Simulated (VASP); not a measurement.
Here is a VASP 6.6.1 calculation.

INCAR

```
SYSTEM = FeGe
PREC     = Accurate       ! precision mode
ENCUT    = 520            ! plane-wave cutoff, eV
EDIFF    = 1E-6           ! SCF threshold, eV
ISMEAR   = -1             ! smearing method
SIGMA    = 0.05           ! smearing width, eV
LREAL    = .FALSE.        ! projectors in reciprocal space
LASPH    = .TRUE.         ! aspherical terms in the spheres
NELM     = 150            ! most SCF steps
ALGO     = Normal         ! electronic algorithm
ISIF     = 2              ! what is computed and relaxed
LWAVE    = .FALSE.        ! write WAVECAR
LCHARG   = .FALSE.        ! write CHGCAR
ISPIN    = 2              ! spin polarisation
MAGMOM   = 0 0 0 0 3 3 3 3 ! initial moments
LORBIT   = 11             ! projections on sites
LMAXMIX  = 4              ! l up to which the mixer works
GGA      = PE             ! functional
NBANDS   = 58             ! bands
```

KPOINTS

```
Automatic mesh
0
G
  6 6 6
  0 0 0
```

File POSCAR:

```
FeGe
1.0
    4.6638361356      0.0000000000      0.0000000000
    0.0000000000      4.6638361356      0.0000000000
    0.0000000000      0.0000000000      4.6638361356
Ge Fe
4 4
Direct
    0.1582819685      0.3417180315      0.6582819685
    0.3417180315      0.6582819685      0.1582819685
    0.6582819685      0.1582819685      0.3417180315
    0.8417180315      0.8417180315      0.8417180315
    0.8651469601      0.6348530399      0.3651469601
    0.6348530399      0.3651469601      0.8651469601
    0.3651469601      0.8651469601      0.6348530399
    0.1348530399      0.1348530399      0.1348530399
```

Potentials or basis: VASP PAW PBE potentials, release 64 (Ge_d, Fe).

Launch:

```sh
$ cat potpaw_PBE.64/Ge_d/POTCAR potpaw_PBE.64/Fe/POTCAR > POTCAR
$ mpirun -np 1 vasp_std > vasp.out
```

Problem. Predict the site moments.

Solution. Ge -0.08; Fe +1.15 μB.

Problem. What does it give for the pressure?

Solution. 0.1 GPa.

Problem. Predict the largest force.

Solution. 0.008 eV/Å.

Problem. What does it give for the net moment?

Solution. 4.17 μB per cell.

Forces on the atoms (eV/Å):
```
Ge   0.005 -0.005  0.005
Ge  -0.005  0.005  0.005
Ge   0.005  0.005 -0.005
Ge  -0.005 -0.005 -0.005
Fe  -0.004  0.004 -0.004
Fe   0.004 -0.004 -0.004
Fe  -0.004 -0.004  0.004
Fe   0.004  0.004  0.004
```
